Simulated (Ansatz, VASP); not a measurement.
**Two plane-wave programs on H**

INCAR

```
ALGO = Normal
EDIFF = 1E-6
ENCUT = 400
GGA = PS
GGA_COMPAT = F
ISIF = 2
ISMEAR = 0
LASPH = T
LCHARG = F
LREAL = F
LWAVE = F
NBANDS = 8
NELM = 120
NELMDL = -8
PREC = Accurate
SIGMA = 0.01
```

The input KPOINTS:

```
k-points
0
Gamma
  1 1 1
```

Contents of POSCAR:

```
H
1.0
    8.0000000000      0.0000000000      0.0000000000
    0.0000000000      8.0000000000      0.0000000000
    0.0000000000      0.0000000000      8.0000000000
H
2
Direct
    0.5000000000      0.5000000000      0.4531250000
    0.5000000000      0.5000000000      0.5468750000
```

Input for Ansatz:

```yaml
crystal:
  lattice:
    - [8.0, 0.0, 0.0]
    - [0.0, 8.0, 0.0]
    - [0.0, 0.0, 8.0]
  atoms:
    - { symbol: H, position: [0.5, 0.5, 0.453125] }
    - { symbol: H, position: [0.5, 0.5, 0.546875] }
scf:
  occupations: { method: fixed }
output:
  forces: true
  stress: false
  eigenvalues: true
hamiltonian:
  xc: pbesol
basis:
  ecutwfc: 600
kpoints:
  mp_grid: { grid: [1, 1, 1] }
```

Alike in both runs: task single point; functional PBEsol; k mesh 1 × 1 × 1; no spin polarisation.

|  | VASP | Ansatz |
| --- | --- | --- |
| version | VASP 6.6.1 | Ansatz 0.2.0 |
| potentials or method | VASP PAW PBE potentials, release 64 (H), cutoff 400 eV | scalar-relativistic, plane waves, PAW |
| occupations | gaussian, width 0.01 eV | fixed |
| valence electrons in the cell | 2 | 2 |

```csv
,VASP,Ansatz,Ansatz less VASP
gap on the k mesh at the Fermi level (eV),9.88,9.87,-0.010
rms of the force components (eV/Å),0.180,0.164,-0.0166
```

VASP's potentials were made for PBE, not for PBEsol. Atom by atom the forces differ by 0.017 eV/Å (rms over components).
